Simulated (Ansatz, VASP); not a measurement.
## Ca: VASP beside Ansatz

```
Ca
1.0
     0.00000    2.73832    2.79420
     2.73832    0.00000    2.79420
     2.73832    2.73832    0.00000
Ca
1
Direct
  0.00000 0.00000 0.00000
```

Alike in both runs: task single point; functional PBE; k mesh 7 × 7 × 7; occupations fermi-dirac, width 0.05 eV; no spin polarisation.

|  | VASP | Ansatz |
| --- | --- | --- |
| version | VASP 6.6.1 | Ansatz 0.2.0 |
| potentials or method | VASP PAW PBE potentials, release 64 (Ca_sv) | Ansatz PAW |
| plane-wave cutoff (eV) | 520 | 420 |
| valence electrons in the cell | 10 | 10 |

|  | VASP | Ansatz | Ansatz less VASP |
| --- | --- | --- | --- |
| gap on the k mesh at the Fermi level (eV) | none | none | - |
| pressure (GPa) | 0.2 | 0.2 | -0.01 |
| traceless stress, the component that is largest in VASP (GPa) | -0.16 | -0.16 | 0.000 |

A gap of «none» marks a metal or a gap that the smearing closes. With one functional, cell and mesh, what is left measures potentials, basis and numerics.
